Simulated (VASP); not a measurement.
# SiC2 (P4_12_12) in VASP: single point with PBE

Aim: the single point of SiC2 with PBE.

All numbers are computed with VASP 6.6.1; they aren't measurements. Logs are shortened: lines on timing, memory, paths and dates and some standing lists are left out, and cuts for length are marked.

## Step 1: The cell of the first run

Symmetry: P4_12_12, No. 92, tetragonal system. Conventional cell: a = 4.915 Å, b = 4.915 Å, c = 6.870 Å, α = 90.00°, β = 90.00°, γ = 90.00°. Within 2.1 Å of Si (site symmetry 2) lie 4 C at 1.58 to 1.59 Å. C (site symmetry 1) has 2 Si at 1.58 to 1.59 Å within 2.1 Å.

## Step 2: Single point, PBE

INCAR reads:

```
PREC     = Accurate       # precision mode
ENCUT    = 520            # plane-wave cutoff, eV
EDIFF    = 1E-7           # SCF threshold, eV
ISMEAR   = 1              # smearing method
SIGMA    = 0.0302         # smearing width, eV
LREAL    = F              # projectors in reciprocal space
LASPH    = T              # aspherical terms in the spheres
NELM     = 80             # most SCF steps
ALGO     = Normal         # electronic algorithm
ISIF     = 2              # what is computed and relaxed
LWAVE    = F              # write WAVECAR
LCHARG   = F              # write CHGCAR
GGA      = PE             # functional
NBANDS   = 36             # bands
```

KPOINTS reads:

```
regular mesh
0
Gamma
  5 5 4
```

POSCAR reads:

```
SiC2
1.0
    4.9151770000      0.0000000000      0.0000000000
    0.0000000000      4.9151770000      0.0000000000
    0.0000000000      0.0000000000      6.8696060000
Si C
4 8
Direct
    0.2989700000      0.2989700000      0.0000000000
    0.2010300000      0.7989700000      0.2500000000
    0.7010300000      0.7010300000      0.5000000000
    0.7989700000      0.2010300000      0.7500000000
    0.2398900000      0.1034700000      0.1781300000
    0.3965300000      0.7398900000      0.4281300000
    0.7601100000      0.8965300000      0.6781300000
    0.6034700000      0.2601100000      0.9281300000
    0.7398900000      0.3965300000      0.5718700000
    0.8965300000      0.7601100000      0.3218700000
    0.2601100000      0.6034700000      0.0718700000
    0.1034700000      0.2398900000      0.8218700000
```

Potentials or basis: VASP PAW PBE potentials, release 64 (Si, C).

Started as:

```console
> cat potpaw_PBE.64/Si/POTCAR potpaw_PBE.64/C/POTCAR > POTCAR
> mpirun -np 1 vasp_std > vasp.out
```

OUTCAR:

```text
PREC = Accurate
   ENCUT = 520
   EDIFF = 1E-7
   ISMEAR = 1
   LREAL = F
   LASPH = T
   NELM = 80
   ISIF = 2
   GGA = PE

 ion  position               nearest neighbor table
   1  0.299  0.299  0.000-   5 1.58  12 1.58  11 1.59   8 1.59   2 3.04   4 3.04   2 3.04   4 3.04

   2  0.201  0.799  0.250-   6 1.58  11 1.58  10 1.59   5 1.59   1 3.04   3 3.04   1 3.04   3 3.04

   3  0.701  0.701  0.500-   7 1.58  10 1.58   9 1.59   6 1.59   2 3.04   4 3.04   4 3.04   2 3.04

   4  0.799  0.201  0.750-   8 1.58   9 1.58   7 1.59  12 1.59   1 3.04   3 3.04   3 3.04   1 3.04

   5  0.240  0.103  0.178-   1 1.58   2 1.59
   6  0.397  0.740  0.428-   2 1.58   3 1.59
   7  0.760  0.897  0.678-   3 1.58   4 1.59
   8  0.603  0.260  0.928-   4 1.58   1 1.59
   9  0.740  0.397  0.572-   4 1.58   3 1.59
  10  0.897  0.760  0.322-   3 1.58   2 1.59
  11  0.260  0.603  0.072-   2 1.58   1 1.59
  12  0.103  0.240  0.822-   1 1.58   4 1.59

  LATTYP: Found a simple tetragonal cell.
 ALAT       =     4.9151770000
 C/A-ratio  =     1.3976314586

  Lattice vectors:

 A1 = (   4.9151770000,   0.0000000000,   0.0000000000)
 A2 = (   0.0000000000,   4.9151770000,   0.0000000000)
 A3 = (   0.0000000000,   0.0000000000,   6.8696060000)

Analysis of symmetry for initial positions (statically):
=====================================================================
 Subroutine PRICEL returns:
 Original cell was already a primitive cell.

 Routine SETGRP: Setting up the symmetry group for a
 simple tetragonal supercell.

 Subroutine GETGRP returns: Found  8 space group operations
 (whereof  2 operations were pure point group operations)
 out of a pool of 16 trial point group operations.

The static configuration has the point symmetry C_2 .
 The point group associated with its full space group is D_4 .

Analysis of symmetry for dynamics (positions and initial velocities):
=====================================================================
 Subroutine PRICEL returns:
 Original cell was already a primitive cell.

 Routine SETGRP: Setting up the symmetry group for a
 simple tetragonal supercell.

 Subroutine GETGRP returns: Found  8 space group operations
 (whereof  2 operations were pure point group operations)
 out of a pool of 16 trial point group operations.

The dynamic configuration has the point symmetry C_2 .
 The point group associated with its full space group is D_4 .

 Subroutine INISYM returns: Found  8 space group operations
 (whereof  2 operations are pure point group operations),
 and found     1 'primitive' translations

----------------------------------------------------------------------------------------

                                     Primitive cell

  volume of cell :     165.9626

  direct lattice vectors                    reciprocal lattice vectors
     4.915177000  0.000000000  0.000000000     0.203451473  0.000000000  0.000000000
     0.000000000  4.915177000  0.000000000     0.000000000  0.203451473  0.000000000
     0.000000000  0.000000000  6.869606000     0.000000000  0.000000000  0.145568756

  length of vectors
     4.915177000  4.915177000  6.869606000     0.203451473  0.203451473  0.145568756

  position of ions in fractional coordinates (direct lattice)
     0.298970000  0.298970000  0.000000000
     0.201030000  0.798970000  0.250000000
     0.701030000  0.701030000  0.500000000
     0.798970000  0.201030000  0.750000000
     0.239890000  0.103470000  0.178130000
     0.396530000  0.739890000  0.428130000
     0.760110000  0.896530000  0.678130000
     0.603470000  0.260110000  0.928130000
     0.739890000  0.396530000  0.571870000
     0.896530000  0.760110000  0.321870000
     0.260110000  0.603470000  0.071870000
     0.103470000  0.239890000  0.821870000

  ion indices of the primitive-cell ions
   primitive index   ion index
                 1           1
                 2           2
                 3           3
                 4           4
                 5           5
                 6           6
                 7           7
                 8           8
                 9           9
                10          10
                11          11
                12          12

----------------------------------------------------------------------------------------

 KPOINTS: regular mesh

Automatic generation of k-mesh.
 Grid dimensions read from file:
 generate k-points for:    5    5    4

 Generating k-lattice:

  Cartesian coordinates                     Fractional coordinates (reciprocal lattice)
     0.040690295  0.000000000  0.000000000     0.200000000  0.000000000  0.000000000
     0.000000000  0.040690295  0.000000000     0.000000000  0.200000000  0.000000000
     0.000000000  0.000000000  0.036392189     0.000000000  0.000000000  0.250000000

  Length of vectors
     0.040690295  0.040690295  0.036392189

  Shift w.r.t. Gamma in fractional coordinates (k-lattice)
     0.000000000  0.000000000  0.000000000

 Subroutine IBZKPT returns following result:
 ===========================================

 Found     18 irreducible k-points:

 Following reciprocal coordinates:
            Coordinates               Weight
  0.000000  0.000000  0.000000      1.000000
  0.200000  0.000000  0.000000      4.000000
  0.400000  0.000000  0.000000      4.000000
  0.200000  0.200000  0.000000      4.000000
  0.400000  0.200000  0.000000      8.000000
  0.400000  0.400000  0.000000      4.000000
[... 10 lines left out ...]
  0.400000  0.200000  0.500000      8.000000
  0.400000  0.400000  0.500000      4.000000
   k-points           NKPTS =     18   k-points in BZ     NKDIM =     18   number of bands    NBANDS=     36
   number of dos      NEDOS =    301   number of ions     NIONS =     12
   total plane-waves  NPLWV =  86400
   dimension x,y,z NGX =    40 NGY =   40 NGZ =   54
   dimension x,y,z NGXF=    80 NGYF=   80 NGZF=  108
   ions per type =               4   8
   NGX,Y,Z   is equivalent  to a cutoff of  13.53, 13.53, 13.07 a.u.
   NGXF,Y,Z  is equivalent  to a cutoff of  27.06, 27.06, 26.14 a.u.
 SYSTEM =  unknown system
   PREC   = accura    normal or accurate (medium, high low for compatibility)
   ISTART =      0    job   : 0-new  1-cont  2-samecut
   ICHARG =      2    charge: 1-file 2-atom 10-const
   ISPIN  =      1    spin polarized calculation?
   LNONCOLLINEAR =      F non collinear calculations
   LSORBIT =      F    spin-orbit coupling
   LASPH  =      T    aspherical Exc in radial PAW
   ENCUT  =  520.0 eV  38.22 Ry    6.18 a.u.   9.14  9.14 12.77*2*pi/ulx,y,z
   NELM   =     80;   NELMIN=  2; NELMDL= -5     # of ELM steps
   EDIFF  = 0.1E-06   stopping-criterion for ELM
   LREAL  =      F    real-space projection
   EDIFFG = 0.1E-05   stopping-criterion for IOM
   NSW    =      0    number of steps for IOM
   IBRION =     -1    ionic relax: 0-MD 1-quasi-New 2-CG
   NFREE  =      0    steps in history (QN), initial steepest desc. (CG)
   ISIF   =      2    stress and relaxation
   ISYM   =      2    0-nonsym 1-usesym 2-fastsym
   POTIM  = 0.5000    time-step for ionic-motion
   TEBEG  =    0.0;   TEEND  =   0.0 temperature during run
   PSTRESS=    0.0 pullay stress
   NELECT =      48.0000    total number of electrons
   NUPDOWN=      -1.0000    fix difference up-down
   EMIN   =  10.00;   EMAX   =-10.00  energy-range for DOS
   EFERMI =   0.00;   METHOD = LEGACY
   ISMEAR =     1;   SIGMA  =   0.03  broadening in eV -4-tet -1-fermi 0-gaus
   EFERMI_NEDOS =   21; number of points for ismear=-14 and -15
   IALGO  =     38    algorithm
   IMIX   =      4    mixing-type and parameters
     AMIX     =   0.40;   BMIX     =  1.00
     AMIX_MAG =   1.60;   BMIX_MAG =  1.00
  volume/ion in A,a.u.               =      13.83        93.33
  Fermi-wavevector in a.u.,A,eV,Ry     =   1.082643  2.045898 15.947599  1.172115
  Thomas-Fermi vector in A             =   2.218689
   LORBIT       =      0    0 simple, 1 ext, 2 COOP (PROOUT), +10 PAW based schemes
   GGA     = PE    functional components
   LHFCALC =     F    Hartree Fock is set to
   AEXX    =    0.0000 exact exchange contribution
   IVDW    =     0    specifies the selected vdW correction
   LEPSILON=     F    determine dielectric tensor
   LRPA    =     F    only Hartree local field effects (RPA)
 non-spin polarized calculation
 Methfessel and Paxton  Order N= 1 SIGMA  =   0.03
  energy-cutoff  :      520.00
  volume of cell :      165.96
 maximum number of plane-waves:      4490
 NGX is ok and might be reduce to    40
   NGX = 19   NGY = 19   NGZ = 25

 number of electron      47.9999998 magnetization

 Free energy of the ion-electron system (eV)
  ---------------------------------------------------
  ext. energy  EPLUGINS =         0.00000000
  ---------------------------------------------------
  free energy    TOTEN  =       -55.40264423 eV

  energy without entropy =      -55.40320804  energy(sigma->0) =      -55.40283216

 E-fermi :   2.4582     XC(G=0):  -8.9529

 val. band max:        2.4415212815   @ k =   0.0000   0.0000   0.5000
 cond. band min:       2.4712705977   @ k =   0.4000   0.2000   0.0000
 fundamental gap:      0.0297493162
 Fermi energy:         2.4582380116

 k-point     1 :       0.0000    0.0000    0.0000
  band No.  band energies     occupation
      1     -12.3948      2.00000
      2     -10.8407      2.00000
      3     -10.8407      2.00000
      4      -7.6380      2.00000
      5      -7.5137      2.00000
      6      -7.3833      2.00000
[... 28 lines left out ...]
     35      10.2309      0.00000
     36      11.0218      0.00000

 k-point     2 :       0.2000    0.0000    0.0000
  band No.  band energies     occupation
      1     -12.2627      2.00000
      2     -10.9949      2.00000
      3     -10.6684      2.00000
      4      -8.3258      2.00000
      5      -7.6331      2.00000
      6      -7.4926      2.00000
[... 28 lines left out ...]
     35      10.8116      0.00000
     36      11.0155      0.00000

 k-point     3 :       0.4000    0.0000    0.0000
  band No.  band energies     occupation
      1     -11.8975      2.00000
      2     -11.4083      2.00000
      3     -10.1612      2.00000
      4      -9.3531      2.00000
      5      -7.7328      2.00000
      6      -7.6234      2.00000
[... 28 lines left out ...]
     35      10.6328      0.00000
     36      11.5505      0.00000
[... 508 lines left out ...]
 k-point    17 :       0.4000    0.2000    0.5000
  band No.  band energies     occupation
      1     -11.5411      2.00000
      2     -11.5411      2.00000
      3      -9.9806      2.00000
      4      -9.9806      2.00000
      5      -7.6169      2.00000
      6      -7.6169      2.00000
[... 28 lines left out ...]
     35      11.2643      0.00000
     36      11.2643      0.00000

 k-point    18 :       0.4000    0.4000    0.5000
  band No.  band energies     occupation
      1     -11.1957      2.00000
      2     -11.1957      2.00000
      3     -10.4042      2.00000
      4     -10.4042      2.00000
      5      -7.7540      2.00000
      6      -7.7540      2.00000
[... 28 lines left out ...]
     35      11.4517      0.00000
     36      11.4517      0.00000

------------------------ aborting loop because EDIFF is reached ----------------------------------------

  FORCE on cell =-STRESS in cart. coord.  units (eV):
  Direction    XX          YY          ZZ          XY          YZ          ZX
  --------------------------------------------------------------------------------------
  -------------------------------------------------------------------------------------
  Total       72.3374607     72.3374607     73.5431704      0.0000000      0.0000000      0.0000000
  in kB      698.3348071    698.3348071    709.9745448      0.0000000      0.0000000      0.0000000
  external PRESSURE =     702.2147197 kB  Pullay stress =       0.0000000 kB

 VOLUME and BASIS-vectors are now :
 -----------------------------------------------------------------------------
  energy-cutoff  :      520.00
  volume of cell :      165.96
      direct lattice vectors                 reciprocal lattice vectors
     4.915177000  0.000000000  0.000000000     0.203451473  0.000000000  0.000000000
     0.000000000  4.915177000  0.000000000     0.000000000  0.203451473  0.000000000
     0.000000000  0.000000000  6.869606000     0.000000000  0.000000000  0.145568756

 POSITION                                       TOTAL-FORCE (eV/Angst)
 -----------------------------------------------------------------------------------
      1.46949      1.46949      0.00000         0.396202      0.396202      0.000000
      0.98810      3.92708      1.71740        -0.396202      0.396202      0.000000
      3.44569      3.44569      3.43480        -0.396202     -0.396202      0.000000
      3.92708      0.98810      5.15220         0.396202     -0.396202      0.000000
      1.17910      0.50857      1.22368        -0.375802      2.370223      3.264555
      1.94902      3.63669      2.94108        -2.370223     -0.375802      3.264555
      3.73608      4.40660      4.65849         0.375802     -2.370223      3.264555
      2.96616      1.27849      6.37589         2.370223      0.375802      3.264555
      3.63669      1.94902      3.92852        -0.375802     -2.370223     -3.264555
      4.40660      3.73608      2.21112        -2.370223      0.375802     -3.264555
      1.27849      2.96616      0.49372         0.375802      2.370223     -3.264555
      0.50857      1.17910      5.64592         2.370223     -0.375802     -3.264555
 -----------------------------------------------------------------------------------
    total drift:                               -0.000000      0.000000     -0.000000

  FREE ENERGIE OF THE ION-ELECTRON SYSTEM (eV)
  ---------------------------------------------------
  free  energy   TOTEN  =       -55.4026442281 eV

  energy  without entropy=      -55.4032080365  energy(sigma->0) =      -55.40283216
```

It took 2.9 min on 1 thread of Intel Xeon Platinum 8259CL at 2.50GHz (Skylake/Cascade Lake), shared host; peak memory 0.3 GiB.

What came out:

```yaml
Free_energy: -55.4026 eV
Pressure: 70.2 GPa
Largest_force: 4.052 eV/Å
Band_gap_on_the_k_mesh: zero (bands 24 and 25 overlap by 0.61 eV)
```

Forces on the atoms (eV/Å):
```
Si   0.396  0.396  0.000
Si  -0.396  0.396  0.000
Si  -0.396 -0.396  0.000
Si   0.396 -0.396  0.000
C   -0.376  2.370  3.265
C   -2.370 -0.376  3.265
C    0.376 -2.370  3.265
C    2.370  0.376  3.265
C   -0.376 -2.370 -3.265
C   -2.370  0.376 -3.265
C    0.376  2.370 -3.265
C    2.370 -0.376 -3.265
```

Levels at points of the mesh, in eV from the Fermi level:
| k point | band 20 | band 21 | band 22 | band 23 | band 24 | band 25 | band 26 | band 27 | band 28 | band 29 |
| --- | --- | --- | --- | --- | --- | --- | --- | --- | --- | --- |
| (0.00, 0.00, 0.00) | -1.51 | -0.95 | -0.81 | 0.02 | 0.02 | 0.37 | 0.53 | 0.53 | 0.72 | 1.76 |
| (0.00, 0.00, 0.50) | -1.13 | -0.51 | -0.51 | -0.10 | -0.10 | -0.02 | -0.02 | 1.33 | 1.33 | 1.65 |

Caveat: the cell stands under pressure; semilocal functionals underestimate gaps, so a narrow gap can read as zero; forces of over 1 eV/Å act on the atoms, so gaps and moduli don't describe the material at rest.
